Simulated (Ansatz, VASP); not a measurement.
One calculation of GaHgS, two programs

```xyz
3
Lattice="3.5475 0.0000 0.0000 0.0000 3.5475 0.0000 0.0000 0.0000 5.8679" Properties=species:S:1:pos:R:3 pbc="T T T"
Ga    1.7738    1.7738    0.0000
Hg    1.7738    1.7738    2.9339
S     0.0000    0.0000    0.0000
```

Change from the starting cell: species swapped into the DyCoC type (P4/mmm, No. 123).

Alike in both runs: functional PBE; k mesh 14 × 14 × 8; occupations gaussian, width 0.1 eV; no spin polarisation.

Ansatz relaxed the structure, and its values are those at the end. VASP's run is a single point on that final structure, the one shown.

|  | VASP | Ansatz |
| --- | --- | --- |
| version | VASP 6.6.1 | Ansatz 0.2.0 |
| potentials or method | VASP PAW PBE potentials, release 64 (Ga_d, Hg, S), cutoff 520 eV | scalar-relativistic, plane waves, PAW |
| valence electrons in the cell | 31 | 39 |

|  | VASP | Ansatz | Ansatz less VASP |
| --- | --- | --- | --- |
| gap on the k mesh at the Fermi level (eV) | none | none | - |
| pressure (GPa) | 0.0 | 0.0 | -0.06 |

A gap of «none» marks a metal or a gap that the smearing closes. VASP's potentials hold 31 valence electrons a cell and Ansatz's 39, so a difference there can come from the potentials and not from the codes.

Spin-orbit coupling is off throughout.
